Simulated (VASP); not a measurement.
# Ge (Cmce) in VASP: a series of runs, part 2 of 2

VASP 6.6.1.

## (4) Single point, PBE

This run uses another cell than the first one, of 19.65 Å³/atom, 0.916 times its volume.

Contents of INCAR:

```
  PREC = Accurate
  ENCUT = 520
  EDIFF = 1E-7
  ISMEAR = 0
  SIGMA = 0.1
  LREAL = F
  LASPH = T
  NELM = 80
  ALGO = Normal
  ISIF = 2
  LWAVE = F
  LCHARG = T
  GGA = PE
  LELF = T
  LVHAR = T
  NBANDS = 36
```

Contents of KPOINTS:

```
regular mesh
0
Gamma
  6 6 4
```

Contents of POSCAR:

```
Ge
1.0
    2.2615908648     -3.8281761037      0.0000000000
    2.2615908648      3.8281761037      0.0000000000
    0.0000000000      0.0000000000      4.5392325497
Ge
4
Direct
    0.6562923084      0.3437076916      0.4174800566
    0.8437076916      0.1562923084      0.9174800566
    0.3437076916      0.6562923084      0.5825199434
    0.1562923084      0.8437076916      0.0825199434
```

On the command line:

```
$ cat potpaw_PBE.64/Ge_d/POTCAR > POTCAR
$ mpirun -np 1 vasp_std > vasp.out
```

Run time: 78 s. Hardware: 1 thread of Intel Xeon 6975P-C, shared host; peak memory 0.23 GiB.

Results (log left out):

- Free energy: -16.4681 eV
- Pressure: 9.7 GPa
- Largest force: 0.284 eV/Å
- Band gap on the k mesh: zero (band 28 reaches 7.96 eV, above the bottom of band 29 at 5.31 eV)

Forces on the atoms (eV/Å):
```
Ge   0.000 -0.065 -0.277
Ge   0.000  0.065 -0.277
Ge   0.000  0.065  0.277
Ge   0.000 -0.065  0.277
```

Stress tensor (GPa, compression positive):
```
 7.50  0.00  0.00
 0.00 12.75  0.00
 0.00  0.00  8.95
```

Levels at points of the mesh, in eV from the Fermi level:
```csv
k point,band 26,band 27,band 28,band 29,band 30,band 31
"(0.00, 0.00, 0.00)",-3.00,-1.82,-1.31,-0.98,2.02,2.73
"(0.50, 0.00, 0.00)",-3.58,-1.62,-1.62,1.27,1.27,2.87
"(0.50, 0.50, 0.00)",-3.80,-1.14,-0.79,0.31,1.35,1.69
"(0.00, 0.00, 0.50)",-2.44,-2.33,-2.33,-0.37,-0.37,1.97
"(0.50, 0.00, 0.50)",-3.73,-1.90,-1.90,4.25,4.25,4.64
"(0.50, 0.50, 0.50)",-3.40,-3.31,-3.31,3.46,3.46,4.71
```

## (5) Relaxation of cell and atoms, PBE

This run uses another cell than the first one, of 19.65 Å³/atom, 0.916 times its volume.

Contents of INCAR:

```
ALGO = Normal
EDIFF = 1E-6
EDIFFG = -0.05
ENCUT = 600
GGA = PE
IBRION = 2
ISIF = 3
ISMEAR = 0
LASPH = True
LCHARG = False
LREAL = False
LWAVE = False
NELM = 100
NSW = 80
PREC = Accurate
SIGMA = 0.1
```

Contents of KPOINTS:

```
k-points
0
Gamma
  6 6 4
```

POSCAR is that of step 4.

On the command line:

```
$ cat potpaw_PBE.64/Ge_d/POTCAR > POTCAR
$ mpirun -np 1 vasp_std > vasp.out
```

Wall time 17 min (1 thread of Intel Xeon 6975P-C, shared host); peak memory 0.27 GiB.

Results (log left out):

| Item | Value |
| --- | --- |
| Free energy | -16.9850 eV |
| Relaxed volume | 21.53 Å³/atom |
| Relaxed cell | a = 4.948 Å, b = 4.948 Å, c = 4.018 Å, α = 90.00°, β = 90.00°, γ = 118.92° |
| Space group after relaxing (to 0.05 Å) | Cmce (No. 64) |
| Energy gained by relaxing | 129.2 meV/atom |
| Ionic steps | 21 |
| Pressure after relaxing | 0.0 GPa |
| Largest force after relaxing | 0.013 eV/Å |
| Band gap on the k mesh | zero (band 28 reaches 6.03 eV, above the bottom of band 29 at 4.32 eV) |

Forces in eV/Å, atoms in the order of the input:
```
Ge   0.000 -0.011 -0.007
Ge   0.000  0.011 -0.007
Ge   0.000  0.011  0.007
Ge   0.000 -0.011  0.007
```

Stress tensor (GPa, compression positive):
```
-0.11  0.00  0.00
 0.00 -0.24  0.00
 0.00  0.00  0.33
```

Step by step:
| step | energy change (eV) | largest force (eV/Å) | pressure (GPa) | volume (Å³) |
| --- | --- | --- | --- | --- |
| 1 | 0.0000 | 0.2844 | 9.72 | 78.60 |
| 2 | -0.3221 | 0.1309 | -1.64 | 92.94 |
| 3 | -0.3352 | 0.1478 | -0.28 | 90.20 |
| 4 | -0.3350 | 0.1493 | -0.03 | 89.96 |
| 5 | -0.3419 | 0.1348 | 0.15 | 89.76 |
| 6 | -0.3542 | 0.1947 | 0.46 | 89.16 |
| 7 | -0.3589 | 0.1855 | 0.34 | 89.27 |
| 8 | -0.3710 | 0.1656 | 0.13 | 89.61 |
| 9 | -0.3856 | 0.1080 | -0.37 | 90.24 |
| 10 | -0.3812 | 0.1572 | -1.43 | 91.35 |
| 11 | -0.3920 | 0.1036 | -0.81 | 90.67 |
| 12 | -0.3996 | 0.1047 | -0.88 | 90.58 |
| 13 | -0.4160 | 0.1164 | -1.08 | 90.29 |
| 14 | -0.4720 | 0.1205 | -1.52 | 89.57 |
| 15 | -0.3952 | 0.0811 | -1.71 | 87.54 |
| 16 | -0.4809 | 0.1453 | -1.52 | 89.15 |
| 17 | -0.5029 | 0.0925 | -0.90 | 87.56 |
| 18 | -0.5126 | 0.0128 | 0.39 | 85.52 |
| 19 | -0.5128 | 0.0185 | 0.23 | 85.75 |
| 20 | -0.5156 | 0.0093 | 0.08 | 85.97 |
| 21 | -0.5167 | 0.0127 | -0.01 | 86.13 |

Final structure:
```yaml
crystal:
  lattice:
    - [2.51446, -4.26197, 0.00000]
    - [2.51446, 4.26197, 0.00000]
    - [0.00000, 0.00000, 4.01841]
  atoms:
    - { symbol: Ge, position: [0.65028, 0.34972, 0.38351] }
    - { symbol: Ge, position: [0.84972, 0.15028, 0.88351] }
    - { symbol: Ge, position: [0.34972, 0.65028, 0.61649] }
    - { symbol: Ge, position: [0.15028, 0.84972, 0.11649] }
```

Levels at points of the mesh, in eV from the Fermi level:
| k point | band 24 | band 25 | band 26 | band 27 | band 28 | band 29 | band 30 | band 31 | band 32 | band 33 |
| --- | --- | --- | --- | --- | --- | --- | --- | --- | --- | --- |
| (0.00, 0.00, 0.00) | -5.65 | -3.93 | -3.15 | -1.71 | -0.92 | -0.86 | 3.27 | 4.34 | 4.70 | 5.49 |
| (0.50, 0.00, 0.00) | -6.35 | -1.62 | -1.62 | 0.18 | 0.18 | 1.19 | 1.19 | 2.99 | 2.99 | 4.06 |
| (0.50, 0.50, 0.00) | -4.95 | -2.55 | -1.52 | -0.44 | 0.12 | 0.68 | 0.78 | 3.05 | 3.85 | 4.31 |
| (0.00, 0.00, 0.50) | -4.87 | -2.21 | -2.21 | -2.15 | -2.15 | -0.71 | -0.71 | 1.58 | 1.58 | 2.44 |
| (0.50, 0.00, 0.50) | -8.08 | -3.15 | -3.15 | -1.98 | -1.98 | 3.45 | 3.45 | 3.52 | 3.52 | 5.57 |
| (0.50, 0.50, 0.50) | -6.98 | -3.68 | -3.68 | -2.81 | -2.81 | 2.93 | 2.93 | 4.31 | 4.31 | 5.52 |

Caveat: the relaxation stopped at a loose force limit of 0.05 eV/Å, so its end isn't a converged minimum.

## (6) The runs side by side

```tsv
task	cell	k mesh	cutoff (eV)	gap on the mesh (eV)	pressure (GPa)	largest force (eV/Å)
single point	a = 4.884, b = 4.884, c = 4.072 Å, angles 90.0, 90.0, 117.9°, 4 atoms	10 × 10 × 10	520	none	-0.1	-
single point	a = 4.928, b = 4.928, c = 4.042 Å, angles 90.0, 90.0, 118.7°, 4 atoms	6 × 6 × 4	520	none	0.3	0.04
single point	a = 4.446, b = 4.446, c = 4.539 Å, angles 90.0, 90.0, 118.9°, 4 atoms	6 × 6 × 4	520	none	9.7	0.28
relaxation of cell and atoms	relaxed from a = 4.446, b = 4.446, c = 4.539 Å, angles 90.0, 90.0, 118.9°, 4 atoms	6 × 6 × 4	600	none	0.0	0.01
```

Alike in all rows: level PBE; potentials or basis VASP PAW PBE potentials, release 64 (Ge_d); no spin polarisation; smearing gaussian 0.1 eV.

Caveats: some runs use coarse meshes; the relaxation stopped at a loose force limit of 0.05 eV/Å, so its end isn't a converged minimum (some runs).

Total energies depend on the potentials used, so only differences within one code and one set of settings carry meaning.
